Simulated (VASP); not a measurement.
# BeSnI3 (Pm-3m) in VASP: single point with PBE

Aim: the single point of BeSnI3 with PBE.

All numbers are computed with VASP 6.6.1; they aren't measurements. Logs are shortened: lines on timing, memory, paths and dates and some standing lists are left out, and cuts for length are marked.

### Step 1. The cell of the first run

It takes space group Pm-3m (No. 221, cubic). Conventional cell: a = 6.205 Å, b = 6.205 Å, c = 6.205 Å, α = 90.00°, β = 90.00°, γ = 90.00°. Within 4.1 Å of Sn (site symmetry m-3m) lie 6 I at 3.10 Å. Within 4.1 Å of I (site symmetry 4/mmm) lie 2 Sn at 3.10 Å. Be (site symmetry m-3m) has 12 I at 4.39 Å and 8 Sn at 5.37 Å within 5.8 Å.

### Step 2. Single point, PBE

File POSCAR:

```
BeSnI3
1.0
    6.2050040000      0.0000000000      0.0000000000
    0.0000000000      6.2050040000      0.0000000000
    0.0000000000      0.0000000000      6.2050040000
Sn I Be
1 3 1
Direct
    0.5000000000      0.5000000000      0.5000000000
    0.0000000000      0.5000000000      0.5000000000
    0.5000000000      0.0000000000      0.5000000000
    0.5000000000      0.5000000000      0.0000000000
    0.0000000000      0.0000000000      0.0000000000
```

File INCAR.step1:

```
SYSTEM = BeSnI3
  PREC = Accurate
  ENCUT = 520
  EDIFF = 1E-6
  ISMEAR = -1
  SIGMA = 0.0157
  LREAL = .False.
  LASPH = .True.
  NELM = 100
  ALGO = Normal
  ISIF = 2
  LWAVE = .False.
  LCHARG = .True.
  GGA = PE
  NBANDS = 26
```

File KPOINTS.step1:

```
Automatic mesh
0
Gamma
  6 6 6
  0 0 0
```

File INCAR.step2:

```
SYSTEM = BeSnI3
  PREC = Accurate
  ENCUT = 520
  EDIFF = 1E-6
  ISMEAR = -5
  SIGMA = 0.0157
  LREAL = .False.
  LASPH = .True.
  NELM = 100
  ALGO = Normal
  ISIF = 2
  LWAVE = .False.
  LCHARG = .False.
  GGA = PE
  LORBIT = 10
  NEDOS = 2001
  ICHARG = 11
```

File KPOINTS.step2:

```
Automatic mesh
0
Gamma
  9 9 9
  0 0 0
```

Potentials or basis: VASP PAW PBE potentials, release 64 (Sn_d, I, Be).

Run with:

```sh
cat potpaw_PBE.64/Sn_d/POTCAR potpaw_PBE.64/I/POTCAR potpaw_PBE.64/Be/POTCAR > POTCAR
cp INCAR.step1 INCAR
cp KPOINTS.step1 KPOINTS
mpirun -np 1 vasp_std > vasp.out
cp INCAR.step2 INCAR
cp KPOINTS.step2 KPOINTS
mpirun -np 1 vasp_std > vasp.out
```

OUTCAR:

```text
SYSTEM = BeSnI3
   PREC = Accurate
   ENCUT = 520
   EDIFF = 1E-6
   ISMEAR = -5
   LREAL = .False.
   LASPH = .True.
   NELM = 100
   ISIF = 2
   GGA = PE
   LORBIT = 10
   ICHARG = 11

 ion  position               nearest neighbor table
   1  0.500  0.500  0.500-   2 3.10   3 3.10   4 3.10   4 3.10   3 3.10   2 3.10
   2  0.000  0.500  0.500-   1 3.10   1 3.10
   3  0.500  0.000  0.500-   1 3.10   1 3.10
   4  0.500  0.500  0.000-   1 3.10   1 3.10
   5  0.000  0.000  0.000-

  LATTYP: Found a simple cubic cell.
 ALAT       =     6.2050040000

  Lattice vectors:

 A1 = (   6.2050040000,   0.0000000000,   0.0000000000)
 A2 = (   0.0000000000,   6.2050040000,   0.0000000000)
 A3 = (   0.0000000000,   0.0000000000,   6.2050040000)

Analysis of symmetry for initial positions (statically):
=====================================================================
 Subroutine PRICEL returns:
 Original cell was already a primitive cell.

 Routine SETGRP: Setting up the symmetry group for a
 simple cubic supercell.

 Subroutine GETGRP returns: Found 48 space group operations
 (whereof 48 operations were pure point group operations)
 out of a pool of 48 trial point group operations.

The static configuration has the point symmetry O_h .

Analysis of symmetry for dynamics (positions and initial velocities):
=====================================================================
 Subroutine PRICEL returns:
 Original cell was already a primitive cell.

 Routine SETGRP: Setting up the symmetry group for a
 simple cubic supercell.

 Subroutine GETGRP returns: Found 48 space group operations
 (whereof 48 operations were pure point group operations)
 out of a pool of 48 trial point group operations.

The dynamic configuration has the point symmetry O_h .

 Subroutine INISYM returns: Found 48 space group operations
 (whereof 48 operations are pure point group operations),
 and found     1 'primitive' translations

----------------------------------------------------------------------------------------

                                     Primitive cell

  volume of cell :     238.9055

  direct lattice vectors                    reciprocal lattice vectors
     6.205004000  0.000000000  0.000000000     0.161160251  0.000000000  0.000000000
     0.000000000  6.205004000  0.000000000     0.000000000  0.161160251  0.000000000
     0.000000000  0.000000000  6.205004000     0.000000000  0.000000000  0.161160251

  length of vectors
     6.205004000  6.205004000  6.205004000     0.161160251  0.161160251  0.161160251

  position of ions in fractional coordinates (direct lattice)
     0.500000000  0.500000000  0.500000000
     0.000000000  0.500000000  0.500000000
     0.500000000  0.000000000  0.500000000
     0.500000000  0.500000000  0.000000000
     0.000000000  0.000000000  0.000000000

  ion indices of the primitive-cell ions
   primitive index   ion index
                 1           1
                 2           2
                 3           3
                 4           4
                 5           5

----------------------------------------------------------------------------------------

 KPOINTS: Automatic mesh

Automatic generation of k-mesh.
 Grid dimensions read from file:
 generate k-points for:    9    9    9

 Generating k-lattice:

  Cartesian coordinates                     Fractional coordinates (reciprocal lattice)
     0.017906695  0.000000000  0.000000000     0.111111111  0.000000000  0.000000000
     0.000000000  0.017906695  0.000000000     0.000000000  0.111111111  0.000000000
     0.000000000  0.000000000  0.017906695     0.000000000  0.000000000  0.111111111

  Length of vectors
     0.017906695  0.017906695  0.017906695

  Shift w.r.t. Gamma in fractional coordinates (k-lattice)
     0.000000000  0.000000000  0.000000000

 TETIRR: Found    353 inequivalent tetrahedra from     4374

 Subroutine IBZKPT returns following result:
 ===========================================

 Found     35 irreducible k-points:

 Following reciprocal coordinates:
            Coordinates               Weight
  0.000000  0.000000  0.000000      1.000000
  0.111111  0.000000  0.000000      6.000000
  0.222222  0.000000  0.000000      6.000000
  0.333333  0.000000  0.000000      6.000000
  0.444444  0.000000  0.000000      6.000000
  0.111111  0.111111  0.000000     12.000000
[... 16 lines left out ...]
  0.333333  0.333333  0.111111     24.000000
  0.444444  0.333333  0.111111     48.000000
 [... further k-points ...]
   k-points           NKPTS =     35   k-points in BZ     NKDIM =     35   number of bands    NBANDS=     22
   number of dos      NEDOS =   2001   number of ions     NIONS =      5
   total plane-waves  NPLWV = 110592
   dimension x,y,z NGX =    48 NGY =   48 NGZ =   48
   dimension x,y,z NGXF=    96 NGYF=   96 NGZF=   96
   ions per type =               1   3   1
   NGX,Y,Z   is equivalent  to a cutoff of  12.86, 12.86, 12.86 a.u.
   NGXF,Y,Z  is equivalent  to a cutoff of  25.72, 25.72, 25.72 a.u.
 SYSTEM =  BeSnI3
   PREC   = accura    normal or accurate (medium, high low for compatibility)
   ISTART =      0    job   : 0-new  1-cont  2-samecut
   ICHARG =     11    charge: 1-file 2-atom 10-const
   ISPIN  =      1    spin polarized calculation?
   LNONCOLLINEAR =      F non collinear calculations
   LSORBIT =      F    spin-orbit coupling
   LASPH  =      T    aspherical Exc in radial PAW
   ENCUT  =  520.0 eV  38.22 Ry    6.18 a.u.  11.54 11.54 11.54*2*pi/ulx,y,z
   NELM   =    100;   NELMIN=  2; NELMDL=  0     # of ELM steps
   EDIFF  = 0.1E-05   stopping-criterion for ELM
   LREAL  =      F    real-space projection
   EDIFFG = 0.1E-04   stopping-criterion for IOM
   NSW    =      0    number of steps for IOM
   IBRION =     -1    ionic relax: 0-MD 1-quasi-New 2-CG
   NFREE  =      0    steps in history (QN), initial steepest desc. (CG)
   ISIF   =      2    stress and relaxation
   ISYM   =      2    0-nonsym 1-usesym 2-fastsym
   POTIM  = 0.5000    time-step for ionic-motion
   TEBEG  =    0.0;   TEEND  =   0.0 temperature during run
   PSTRESS=    0.0 pullay stress
   NELECT =      37.0000    total number of electrons
   NUPDOWN=      -1.0000    fix difference up-down
   EMIN   =  10.00;   EMAX   =-10.00  energy-range for DOS
   EFERMI =   0.00;   METHOD = LEGACY
   ISMEAR =    -5;   SIGMA  =   0.02  broadening in eV -4-tet -1-fermi 0-gaus
   EFERMI_NEDOS =   21; number of points for ismear=-14 and -15
   IALGO  =     38    algorithm
   IMIX   =      4    mixing-type and parameters
     AMIX     =   0.40;   BMIX     =  1.00
     AMIX_MAG =   1.60;   BMIX_MAG =  1.00
  volume/ion in A,a.u.               =      47.78       322.44
  Fermi-wavevector in a.u.,A,eV,Ry     =   0.879157  1.661367 10.516186  0.772918
  Thomas-Fermi vector in A             =   1.999343
   LORBIT       =     10    0 simple, 1 ext, 2 COOP (PROOUT), +10 PAW based schemes
   GGA     = PE    functional components
   LHFCALC =     F    Hartree Fock is set to
   AEXX    =    0.0000 exact exchange contribution
   IVDW    =     0    specifies the selected vdW correction
   LEPSILON=     F    determine dielectric tensor
   LRPA    =     F    only Hartree local field effects (RPA)
 non-spin polarized calculation
 Fermi weights with tetrahedron method with Bloechl corrections
  energy-cutoff  :      520.00
  volume of cell :      238.91
 maximum number of plane-waves:      6459
 NGX is ok and might be reduce to    48

 number of electron      36.9999983 magnetization

 Free energy of the ion-electron system (eV)
  ---------------------------------------------------
  ext. energy  EPLUGINS =         0.00000000
  ---------------------------------------------------
  free energy    TOTEN  =        -9.87582420 eV

  energy without entropy =       -9.87582420  energy(sigma->0) =       -9.87582420

 E-fermi :   0.6586     XC(G=0):  -7.0515

 val. band max:        0.6507075128   @ k =   0.4444   0.3333   0.1111
 cond. band min:       0.6568180677   @ k =   0.4444   0.1111   0.1111
 fundamental gap:      0.0061105549
 Fermi energy:         0.6585508990

 k-point     1 :       0.0000    0.0000    0.0000
  band No.  band energies     occupation
      1     -20.6528      2.00000
      2     -20.6528      2.00000
      3     -20.6292      2.00000
      4     -20.6292      2.00000
      5     -20.6292      2.00000
      6     -11.3556      2.00000
[... 14 lines left out ...]
     21       4.2787      0.00000
     22       4.2787      0.00000

 k-point     2 :       0.1111    0.0000    0.0000
  band No.  band energies     occupation
      1     -20.6528      2.00000
      2     -20.6527      2.00000
      3     -20.6293      2.00000
      4     -20.6293      2.00000
      5     -20.6292      2.00000
      6     -11.3385      2.00000
[... 14 lines left out ...]
     21       4.2455      0.00000
     22       4.2455      0.00000

 k-point     3 :       0.2222    0.0000    0.0000
  band No.  band energies     occupation
      1     -20.6528      2.00000
      2     -20.6523      2.00000
      3     -20.6293      2.00000
      4     -20.6293      2.00000
      5     -20.6292      2.00000
      6     -11.2900      2.00000
[... 14 lines left out ...]
     21       4.1703      0.00000
     22       4.1703      0.00000

 k-point     4 :       0.3333    0.0000    0.0000
  band No.  band energies     occupation
      1     -20.6528      2.00000
      2     -20.6518      2.00000
      3     -20.6293      2.00000
      4     -20.6293      2.00000
      5     -20.6292      2.00000
      6     -11.2207      2.00000
[... 14 lines left out ...]
     21       4.0095      0.00000
     22       4.0957      0.00000

 k-point     5 :       0.4444    0.0000    0.0000
  band No.  band energies     occupation
      1     -20.6528      2.00000
      2     -20.6515      2.00000
      3     -20.6294      2.00000
      4     -20.6294      2.00000
      5     -20.6292      2.00000
      6     -11.1582      2.00000
[... 14 lines left out ...]
     21       3.5513      0.00000
     22       4.0514      0.00000

 k-point     6 :       0.1111    0.1111    0.0000
  band No.  band energies     occupation
      1     -20.6527      2.00000
      2     -20.6526      2.00000
      3     -20.6293      2.00000
      4     -20.6293      2.00000
      5     -20.6293      2.00000
      6     -11.3215      2.00000
[... 14 lines left out ...]
     21       4.2123      0.00000
     22       4.2242      0.00000

 k-point     7 :       0.2222    0.1111    0.0000
  band No.  band energies     occupation
      1     -20.6527      2.00000
      2     -20.6522      2.00000
      3     -20.6293      2.00000
      4     -20.6293      2.00000
      5     -20.6293      2.00000
      6     -11.2735      2.00000
[... 324 lines left out ...]
      6     -11.2111      2.00000
[... 14 lines left out ...]
     21       4.1028      0.00000
     22       4.1092      0.00000

 k-point    21 :       0.3333    0.2222    0.1111
  band No.  band energies     occupation
      1     -20.6523      2.00000
      2     -20.6516      2.00000
      3     -20.6294      2.00000
      4     -20.6294      2.00000
      5     -20.6293      2.00000
      6     -11.1443      2.00000
[... 14 lines left out ...]
     21       3.7519      0.00000
     22       4.0561      0.00000

 k-point    22 :       0.4444    0.2222    0.1111
  band No.  band energies     occupation
      1     -20.6523      2.00000
      2     -20.6513      2.00000
      3     -20.6294      2.00000
      4     -20.6294      2.00000
      5     -20.6293      2.00000
      6     -11.0819      2.00000
[... 14 lines left out ...]
     21       3.7312      0.00000
     22       3.9065      0.00000

 k-point    23 :       0.3333    0.3333    0.1111
  band No.  band energies     occupation
      1     -20.6522      2.00000
      2     -20.6513      2.00000
      3     -20.6295      2.00000
      4     -20.6294      2.00000
      5     -20.6294      2.00000
      6     -11.0791      2.00000
[... 14 lines left out ...]
     21       3.6810      0.00000
     22       3.8110      0.00000

 k-point    24 :       0.4444    0.3333    0.1111
  band No.  band energies     occupation
      1     -20.6521      2.00000
      2     -20.6511      2.00000
      3     -20.6295      2.00000
      4     -20.6294      2.00000
      5     -20.6294      2.00000
      6     -11.0151      2.00000
[... 14 lines left out ...]
     21       3.6024      0.00000
     22       3.8085      0.00000

 [... further k-points ...]

------------------------ aborting loop because EDIFF is reached ----------------------------------------

  FORCE on cell =-STRESS in cart. coord.  units (eV):
  Direction    XX          YY          ZZ          XY          YZ          ZX
  --------------------------------------------------------------------------------------
  -------------------------------------------------------------------------------------
  Total       -1.6942453     -1.6942453     -1.6942453      0.0000000     -0.0000000     -0.0000000
  in kB      -11.3621544    -11.3621544    -11.3621544      0.0000000     -0.0000000     -0.0000000
  external PRESSURE =     -11.3621544 kB  Pullay stress =       0.0000000 kB

 VOLUME and BASIS-vectors are now :
 -----------------------------------------------------------------------------
  energy-cutoff  :      520.00
  volume of cell :      238.91
      direct lattice vectors                 reciprocal lattice vectors
     6.205004000  0.000000000  0.000000000     0.161160251  0.000000000  0.000000000
     0.000000000  6.205004000  0.000000000     0.000000000  0.161160251  0.000000000
     0.000000000  0.000000000  6.205004000     0.000000000  0.000000000  0.161160251

 POSITION                                       TOTAL-FORCE (eV/Angst)
 -----------------------------------------------------------------------------------
      3.10250      3.10250      3.10250         0.000000      0.000000      0.000000
      0.00000      3.10250      3.10250         0.000000      0.000000      0.000000
      3.10250      0.00000      3.10250         0.000000      0.000000      0.000000
      3.10250      3.10250      0.00000         0.000000      0.000000      0.000000
      0.00000      0.00000      0.00000         0.000000      0.000000      0.000000
 -----------------------------------------------------------------------------------
    total drift:                                0.000000     -0.000000     -0.000000

  FREE ENERGIE OF THE ION-ELECTRON SYSTEM (eV)
  ---------------------------------------------------
  free  energy   TOTEN  =        -9.8758241981 eV

  energy  without entropy=       -9.8758241981  energy(sigma->0) =       -9.87582420

 total charge

# of ion       s       p       d       tot
------------------------------------------
    1        1.325   0.654   9.990  11.969
    2        1.515   2.743   0.011   4.268
    3        1.515   2.743   0.011   4.268
    4        1.515   2.743   0.011   4.268
    5        0.567   0.016   0.000   0.583
--------------------------------------------------
tot          6.437   8.899  10.022  25.358
```

Wall time 6 min (1 thread of Intel Xeon 8259CL, shared host); peak memory 0.43 GiB.

What came out:

- Valence electrons inside the program's atomic spheres: Sn 11.97; I 4.27; Be 0.58

Levels at points of the mesh, in eV from the Fermi level:
| k point | band 16 | band 17 | band 18 | band 19 | band 20 | band 21 | band 22 |
| --- | --- | --- | --- | --- | --- | --- | --- |
| (0.00, 0.00, 0.00) | -0.87 | -0.87 | -0.87 | -0.61 | 3.62 | 3.62 | 3.62 |

Caveat: spin-orbit coupling is left out, which moves the levels of the heavy elements; an odd number of electrons without spin polarisation forces a metal; a magnetic or distorted state may lie lower; tetrahedron occupations give inexact forces and stress in metals.
